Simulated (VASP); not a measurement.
# Ni3Ge in VASP: further runs

Ni3Ge is run at these levels: r2SCAN; tasks: single point.

Program: VASP 6.6.1. These are calculated values, not measurements. Logs are shortened: lines on timing, memory, paths and dates and some standing lists are left out, and cuts for length are marked.

## (1) The cell of the first run

Symmetry: P4/mmm, No. 123, tetragonal system. The conventional cell has a = 3.546 Å, b = 3.546 Å, c = 3.480 Å, α = 90.00°, β = 90.00°, γ = 90.00°. Ni (site symmetry mmm) has 8 Ni at 2.48 to 2.51 Å and 4 Ge at 2.48 Å within 3.3 Å. Within 3.3 Å of Ni (site symmetry 4/mmm) lie 8 Ni at 2.48 Å and 4 Ge at 2.51 Å. Within 3.3 Å of Ge (site symmetry 4/mmm) lie 12 Ni at 2.48 to 2.51 Å.

## (2) Single point, r2SCAN (uniaxial strain along a: -1.5 %)

Contents of POSCAR:

```
Ni3Ge
1.0
    3.4796276401      0.0000000000      0.0000000000
    0.0000000000      3.5458642069      0.0000000000
    0.0000000000      0.0000000000      3.5458642069
Ni Ge
3 1
Direct
    0.5000000000      0.0000000000      0.5000000000
    0.0000000000      0.5000000000      0.5000000000
    0.5000000000      0.5000000000      0.0000000000
    0.0000000000      0.0000000000      0.0000000000
```

Contents of INCAR.step1:

```
PREC     = Accurate       # precision mode
ENCUT    = 520            # plane-wave cutoff, eV
ISMEAR   = 0              # smearing method
SIGMA    = 0.1            # smearing width, eV
LREAL    = False          # projectors in reciprocal space
LASPH    = True           # aspherical terms in the spheres
NELM     = 100            # most SCF steps
NBANDS   = 30             # bands
GGA      = PE             # functional
ALGO     = Normal         # electronic algorithm
EDIFF    = 1E-4           # SCF threshold, eV
LWAVE    = True           # write WAVECAR
LCHARG   = False          # write CHGCAR
```

Contents of INCAR.step2:

```
PREC     = Accurate       # precision mode
ENCUT    = 520            # plane-wave cutoff, eV
EDIFF    = 1E-6           # SCF threshold, eV
ISMEAR   = 0              # smearing method
SIGMA    = 0.1            # smearing width, eV
LREAL    = False          # projectors in reciprocal space
LASPH    = True           # aspherical terms in the spheres
NELM     = 100            # most SCF steps
ALGO     = Normal         # electronic algorithm
ISIF     = 2              # what is computed and relaxed
LWAVE    = False          # write WAVECAR
LCHARG   = False          # write CHGCAR
METAGGA  = R2SCAN         # meta-GGA
LMIXTAU  = True         
NBANDS   = 30             # bands
ISTART   = 1
```

Contents of KPOINTS:

```
regular mesh
0
Gamma
  14 14 14
```

Potentials or basis: VASP PAW PBE potentials, release 64 (Ni, Ge_d).

Launch:

```console
$ cat potpaw_PBE.64/Ni/POTCAR potpaw_PBE.64/Ge_d/POTCAR > POTCAR
$ cp INCAR.step1 INCAR
$ mpirun -np 1 vasp_std > vasp.out
$ cp INCAR.step2 INCAR
$ mpirun -np 1 vasp_std > vasp.out
```

OUTCAR:

```text
PREC = Accurate
   ENCUT = 520
   EDIFF = 1E-6
   ISMEAR = 0
   LREAL = False
   LASPH = True
   NELM = 100
   ISIF = 2
   METAGGA = R2SCAN
   ISTART = 1

 ion  position               nearest neighbor table
   1  0.500  0.000  0.500-   2 2.48   4 2.48   4 2.48   2 2.48   2 2.48   4 2.48   4 2.48   2 2.48
                             3 2.51   3 2.51   3 2.51   3 2.51
   2  0.000  0.500  0.500-   1 2.48   3 2.48   3 2.48   1 2.48   1 2.48   3 2.48   3 2.48   1 2.48
                             4 2.51   4 2.51   4 2.51   4 2.51
   3  0.500  0.500  0.000-   2 2.48   4 2.48   2 2.48   4 2.48   2 2.48   4 2.48   2 2.48   4 2.48
                             1 2.51   1 2.51   1 2.51   1 2.51
   4  0.000  0.000  0.000-   1 2.48   3 2.48   1 2.48   3 2.48   1 2.48   3 2.48   1 2.48   3 2.48
                             2 2.51   2 2.51   2 2.51   2 2.51

  LATTYP: Found a simple tetragonal cell.
 ALAT       =     3.5458642069
 C/A-ratio  =     0.9813200498

  Lattice vectors:

 A1 = (   0.0000000000,   3.5458642069,   0.0000000000)
 A2 = (   0.0000000000,   0.0000000000,   3.5458642069)
 A3 = (   3.4796276401,   0.0000000000,   0.0000000000)

Analysis of symmetry for initial positions (statically):
=====================================================================
 Subroutine PRICEL returns:
 Original cell was already a primitive cell.

 Routine SETGRP: Setting up the symmetry group for a
 simple tetragonal supercell.

 Subroutine GETGRP returns: Found 16 space group operations
 (whereof 16 operations were pure point group operations)
 out of a pool of 16 trial point group operations.

The static configuration has the point symmetry D_4h.

Analysis of symmetry for dynamics (positions and initial velocities):
=====================================================================
 Subroutine PRICEL returns:
 Original cell was already a primitive cell.

 Routine SETGRP: Setting up the symmetry group for a
 simple tetragonal supercell.

 Subroutine GETGRP returns: Found 16 space group operations
 (whereof 16 operations were pure point group operations)
 out of a pool of 16 trial point group operations.

The dynamic configuration has the point symmetry D_4h.

 Subroutine INISYM returns: Found 16 space group operations
 (whereof 16 operations are pure point group operations),
 and found     1 'primitive' translations

----------------------------------------------------------------------------------------

                                     Primitive cell

  volume of cell :      43.7499

  direct lattice vectors                    reciprocal lattice vectors
     3.479627640  0.000000000  0.000000000     0.287387072  0.000000000  0.000000000
     0.000000000  3.545864207  0.000000000     0.000000000  0.282018696  0.000000000
     0.000000000  0.000000000  3.545864207     0.000000000  0.000000000  0.282018696

  length of vectors
     3.479627640  3.545864207  3.545864207     0.287387072  0.282018696  0.282018696

  position of ions in fractional coordinates (direct lattice)
     0.500000000  0.000000000  0.500000000
     0.000000000  0.500000000  0.500000000
     0.500000000  0.500000000  0.000000000
     0.000000000  0.000000000  0.000000000

  ion indices of the primitive-cell ions
   primitive index   ion index
                 1           1
                 2           2
                 3           3
                 4           4

----------------------------------------------------------------------------------------

 KPOINTS: regular mesh

Automatic generation of k-mesh.
 Grid dimensions read from file:
 generate k-points for:   14   14   14

 Generating k-lattice:

  Cartesian coordinates                     Fractional coordinates (reciprocal lattice)
     0.020527648  0.000000000  0.000000000     0.071428571  0.000000000  0.000000000
     0.000000000  0.020144193  0.000000000     0.000000000  0.071428571  0.000000000
     0.000000000  0.000000000  0.020144193     0.000000000  0.000000000  0.071428571

  Length of vectors
     0.020527648  0.020144193  0.020144193

  Shift w.r.t. Gamma in fractional coordinates (k-lattice)
     0.000000000  0.000000000  0.000000000

 Subroutine IBZKPT returns following result:
 ===========================================

 Found    288 irreducible k-points:

 Following reciprocal coordinates:
            Coordinates               Weight
  0.000000  0.000000  0.000000      1.000000
  0.071429  0.000000  0.000000      2.000000
  0.142857  0.000000  0.000000      2.000000
  0.214286  0.000000  0.000000      2.000000
  0.285714  0.000000  0.000000      2.000000
  0.357143  0.000000  0.000000      2.000000
[... 16 lines left out ...]
  0.428571  0.142857  0.000000      8.000000
  0.500000  0.142857  0.000000      4.000000
 [... further k-points ...]
   k-points           NKPTS =    288   k-points in BZ     NKDIM =    288   number of bands    NBANDS=     30
   number of dos      NEDOS =    301   number of ions     NIONS =      4
   total plane-waves  NPLWV =  21952
   dimension x,y,z NGX =    28 NGY =   28 NGZ =   28
   dimension x,y,z NGXF=    56 NGYF=   56 NGZF=   56
   ions per type =               3   1
   NGX,Y,Z   is equivalent  to a cutoff of  13.38, 13.13, 13.13 a.u.
   NGXF,Y,Z  is equivalent  to a cutoff of  26.76, 26.26, 26.26 a.u.
 SYSTEM =  unknown system
   PREC   = accura    normal or accurate (medium, high low for compatibility)
   ISTART =      1    job   : 0-new  1-cont  2-samecut
   ICHARG =      0    charge: 1-file 2-atom 10-const
   ISPIN  =      1    spin polarized calculation?
   LNONCOLLINEAR =      F non collinear calculations
   LSORBIT =      F    spin-orbit coupling
   LASPH  =      T    aspherical Exc in radial PAW
   ENCUT  =  520.0 eV  38.22 Ry    6.18 a.u.   6.47  6.59  6.59*2*pi/ulx,y,z
   NELM   =    100;   NELMIN=  2; NELMDL=  0     # of ELM steps
   EDIFF  = 0.1E-05   stopping-criterion for ELM
   LREAL  =      F    real-space projection
   EDIFFG = 0.1E-04   stopping-criterion for IOM
   NSW    =      0    number of steps for IOM
   IBRION =     -1    ionic relax: 0-MD 1-quasi-New 2-CG
   NFREE  =      0    steps in history (QN), initial steepest desc. (CG)
   ISIF   =      2    stress and relaxation
   ISYM   =      2    0-nonsym 1-usesym 2-fastsym
   POTIM  = 0.5000    time-step for ionic-motion
   TEBEG  =    0.0;   TEEND  =   0.0 temperature during run
   PSTRESS=    0.0 pullay stress
   NELECT =      44.0000    total number of electrons
   NUPDOWN=      -1.0000    fix difference up-down
   EMIN   =  10.00;   EMAX   =-10.00  energy-range for DOS
   EFERMI =   0.00;   METHOD = LEGACY
   ISMEAR =     0;   SIGMA  =   0.10  broadening in eV -4-tet -1-fermi 0-gaus
   EFERMI_NEDOS =   21; number of points for ismear=-14 and -15
   IALGO  =     38    algorithm
   IMIX   =      4    mixing-type and parameters
     AMIX     =   0.40;   BMIX     =  1.00
     AMIX_MAG =   1.60;   BMIX_MAG =  1.00
  volume/ion in A,a.u.               =      10.94        73.81
  Fermi-wavevector in a.u.,A,eV,Ry     =   1.640212  3.099552 36.603705  2.690296
  Thomas-Fermi vector in A             =   2.730888
   LORBIT       =      0    0 simple, 1 ext, 2 COOP (PROOUT), +10 PAW based schemes
   METAGGA = R2SCAN    functional components
   LHFCALC =     F    Hartree Fock is set to
   AEXX    =    0.0000 exact exchange contribution
   IVDW    =     0    specifies the selected vdW correction
   LEPSILON=     F    determine dielectric tensor
   LRPA    =     F    only Hartree local field effects (RPA)
 non-spin polarized calculation
 Gauss-broadening in eV      SIGMA  =   0.10
  energy-cutoff  :      520.00
  volume of cell :       43.75
 maximum number of plane-waves:      1205
 NGX is ok and might be reduce to    28
   NGX = 13   NGY = 13   NGZ = 13

 number of electron      43.9999985 magnetization

 Free energy of the ion-electron system (eV)
  ---------------------------------------------------
  ext. energy  EPLUGINS =         0.00000000
  ---------------------------------------------------
  free energy    TOTEN  =       -50.74471795 eV

  energy without entropy =      -50.73482240  energy(sigma->0) =      -50.73977017

 E-fermi :  10.2661     XC(G=0): -14.7918

 val. band max:       10.2646806238   @ k =   0.0714   0.1429   0.0000
 cond. band min:      10.2709378215   @ k =   0.0714   0.2143   0.0000
 fundamental gap:      0.0062571977
 Fermi energy:        10.2660991002

 k-point     1 :       0.0000    0.0000    0.0000
  band No.  band energies     occupation
      1     -15.1746      2.00000
      2     -15.1718      2.00000
      3     -15.1594      2.00000
      4     -15.1594      2.00000
      5     -15.1551      2.00000
      6      -2.8578      2.00000
[... 22 lines left out ...]
     29      21.3797      0.00000
     30      21.5970      0.00000

 k-point     2 :       0.0714    0.0000    0.0000
  band No.  band energies     occupation
      1     -15.1730      2.00000
      2     -15.1715      2.00000
      3     -15.1595      2.00000
      4     -15.1595      2.00000
      5     -15.1550      2.00000
      6      -2.7949      2.00000
[... 22 lines left out ...]
     29      21.2707      0.00000
     30      21.3652      0.00000

 k-point     3 :       0.1429    0.0000    0.0000
  band No.  band energies     occupation
      1     -15.1708      2.00000
      2     -15.1685      2.00000
      3     -15.1597      2.00000
      4     -15.1597      2.00000
      5     -15.1548      2.00000
      6      -2.6083      2.00000
[... 22 lines left out ...]
     29      20.7902      0.00000
     30      20.8579      0.00000

 k-point     4 :       0.2143    0.0000    0.0000
  band No.  band energies     occupation
      1     -15.1698      2.00000
      2     -15.1621      2.00000
      3     -15.1600      2.00000
      4     -15.1600      2.00000
      5     -15.1545      2.00000
      6      -2.3051      2.00000
[... 616 lines left out ...]
     29      19.8183      0.00000
     30      23.0195      0.00000

 k-point    23 :       0.4286    0.1429    0.0000
  band No.  band energies     occupation
      1     -15.1641      2.00000
      2     -15.1628      2.00000
      3     -15.1607      2.00000
      4     -15.1539      2.00000
      5     -15.1422      2.00000
      6      -0.8016      2.00000
[... 22 lines left out ...]
     29      19.4296      0.00000
     30      22.7205      0.00000

 k-point    24 :       0.5000    0.1429    0.0000
  band No.  band energies     occupation
      1     -15.1635      2.00000
      2     -15.1633      2.00000
      3     -15.1607      2.00000
      4     -15.1538      2.00000
      5     -15.1406      2.00000
      6      -0.6078      2.00000
[... 22 lines left out ...]
     29      19.2736      0.00000
     30      22.5656      0.00000

 [... further k-points ...]

------------------------ aborting loop because EDIFF is reached ----------------------------------------

  FORCE on cell =-STRESS in cart. coord.  units (eV):
  Direction    XX          YY          ZZ          XY          YZ          ZX
  --------------------------------------------------------------------------------------
  -------------------------------------------------------------------------------------
  Total        1.0133846      0.2808901      0.2808901     -0.0000000      0.0000000      0.0000000
  in kB       37.1114492     10.2865588     10.2865588     -0.0000000      0.0000000      0.0000000
  external PRESSURE =      19.2281889 kB  Pullay stress =       0.0000000 kB

 VOLUME and BASIS-vectors are now :
 -----------------------------------------------------------------------------
  energy-cutoff  :      520.00
  volume of cell :       43.75
      direct lattice vectors                 reciprocal lattice vectors
     3.479627640  0.000000000  0.000000000     0.287387072  0.000000000  0.000000000
     0.000000000  3.545864207  0.000000000     0.000000000  0.282018696  0.000000000
     0.000000000  0.000000000  3.545864207     0.000000000  0.000000000  0.282018696

 POSITION                                       TOTAL-FORCE (eV/Angst)
 -----------------------------------------------------------------------------------
      1.73981      0.00000      1.77293         0.000000      0.000000      0.000000
      0.00000      1.77293      1.77293         0.000000      0.000000      0.000000
      1.73981      1.77293      0.00000         0.000000      0.000000      0.000000
      0.00000      0.00000      0.00000         0.000000      0.000000      0.000000
 -----------------------------------------------------------------------------------
    total drift:                                0.000000      0.000000      0.000000

  FREE ENERGIE OF THE ION-ELECTRON SYSTEM (eV)
  ---------------------------------------------------
  free  energy   TOTEN  =       -50.7447179466 eV

  energy  without entropy=      -50.7348223952  energy(sigma->0) =      -50.73977017
```

It took 8.8 min on 1 thread of Intel Xeon 6975P-C (Granite Rapids), shared host; peak memory 0.42 GiB.

Results:

```yaml
Free_energy: -50.7447 eV
Pressure: 1.9 GPa
Band_gap_on_the_k_mesh: zero (bands 22 and 23 overlap by 0.31 eV)
```

Stress tensor (GPa, compression positive):
```
3.71 0.00 0.00
0.00 1.03 0.00
0.00 0.00 1.03
```

Levels at points of the mesh, in eV from the Fermi level:
| k point | band 18 | band 19 | band 20 | band 21 | band 22 | band 23 | band 24 | band 25 | band 26 | band 27 |
| --- | --- | --- | --- | --- | --- | --- | --- | --- | --- | --- |
| (0.00, 0.00, 0.00) | -0.79 | -0.75 | -0.66 | -0.36 | -0.02 | 0.07 | 0.07 | 4.33 | 7.06 | 7.35 |
| (0.50, 0.00, 0.00) | -1.38 | -1.32 | -1.23 | -0.69 | -0.02 | 3.82 | 3.82 | 5.11 | 5.98 | 5.98 |
| (0.00, 0.50, 0.00) | -1.33 | -1.30 | -1.23 | -0.63 | 0.07 | 3.61 | 3.87 | 5.26 | 5.89 | 6.28 |
| (0.50, 0.50, 0.00) | -1.48 | -1.29 | -1.15 | -0.98 | -0.93 | 0.65 | 0.65 | 5.89 | 6.86 | 8.90 |
| (0.00, 0.50, 0.50) | -1.56 | -1.33 | -1.20 | -0.99 | -0.98 | 0.59 | 0.59 | 6.05 | 7.17 | 9.24 |
| (0.50, 0.50, 0.50) | -1.45 | -1.28 | -1.18 | -0.57 | -0.24 | -0.24 | -0.20 | 0.80 | 4.44 | 4.44 |

Caveat: the cell differs from its parent crystal (uniaxial strain along a: -1.5 %); the PAW data sets were made with another functional, which shifts forces and pressure a little.

## (3) Single point, r2SCAN (biaxial strain in the a-b plane: -3.0 %, then relaxed in part)

Contents of POSCAR:

```
Ni3Ge
1.0
    3.4266383868      0.0000000000      0.0000000000
    0.0000000000      3.4266383868      0.0000000000
    0.0000000000      0.0000000000      3.6425635996
Ni Ge
3 1
Direct
    0.5000000000      0.0000000000      0.5000000000
    0.0000000000      0.5000000000      0.5000000000
    0.5000000000      0.5000000000      0.0000000000
    0.0000000000      0.0000000000      0.0000000000
```

Contents of INCAR.step1:

```
SYSTEM = Ni3Ge
PREC = Accurate
ENCUT = 520
ISMEAR = 0
SIGMA = 0.1
LREAL = .FALSE.
LASPH = .TRUE.
NELM = 100
NBANDS = 30
GGA = PE
ALGO = Normal
EDIFF = 1E-4
LWAVE = .TRUE.
LCHARG = .FALSE.
```

Contents of INCAR.step2:

```
SYSTEM = Ni3Ge
PREC = Accurate
ENCUT = 520
EDIFF = 1E-7
ISMEAR = 0
SIGMA = 0.1
LREAL = .FALSE.
LASPH = .TRUE.
NELM = 100
ALGO = Normal
ISIF = 2
LWAVE = .FALSE.
LCHARG = .FALSE.
METAGGA = R2SCAN
LMIXTAU = .TRUE.
NBANDS = 30
ISTART = 1
```

Contents of KPOINTS:

```
Automatic mesh
0
G
  14 14 14
  0 0 0
```

Potentials or basis: VASP PAW PBE potentials, release 64 (Ni, Ge_d).

Launch:

```console
$ cat potpaw_PBE.64/Ni/POTCAR potpaw_PBE.64/Ge_d/POTCAR > POTCAR
$ cp INCAR.step1 INCAR
$ mpirun -np 1 vasp_std > vasp.out
$ cp INCAR.step2 INCAR
$ mpirun -np 1 vasp_std > vasp.out
```

It took 10 min on 1 thread of Intel Xeon 6975P-C (Granite Rapids), shared host; peak memory 0.41 GiB.

It converged, with:

* Free energy: -50.6640 eV
* Pressure: 7.7 GPa
* Band gap on the k mesh: zero (bands 22 and 23 overlap by 0.46 eV)

Stress tensor (GPa, compression positive):
```
11.30  0.00  0.00
 0.00 11.30  0.00
 0.00  0.00  0.36
```

Levels at points of the mesh, in eV from the Fermi level:
| k point | band 20 | band 21 | band 22 | band 23 | band 24 | band 25 |
| --- | --- | --- | --- | --- | --- | --- |
| (0.00, 0.00, 0.00) | -0.58 | -0.38 | -0.07 | -0.07 | 0.23 | 4.40 |
| (0.50, 0.00, 0.00) | -1.27 | -0.77 | -0.07 | 3.54 | 4.37 | 4.99 |
| (0.50, 0.50, 0.00) | -1.08 | -1.00 | -0.86 | 0.77 | 0.77 | 5.75 |
| (0.00, 0.00, 0.50) | -1.23 | -0.53 | 0.23 | 3.68 | 3.68 | 5.82 |
| (0.50, 0.00, 0.50) | -1.28 | -1.05 | -1.04 | 0.57 | 0.57 | 6.27 |
| (0.50, 0.50, 0.50) | -1.11 | -0.62 | -0.31 | -0.20 | -0.20 | 0.89 |

Caveat: the cell differs from its parent crystal (biaxial strain in the a-b plane: -3.0 %, then relaxed in part); the cell stands under pressure; the PAW data sets were made with another functional, which shifts forces and pressure a little. Spin polarisation is off, so any magnetic state and its effect on volume and gap are missing.

(Part 1 of 2 ends here.)
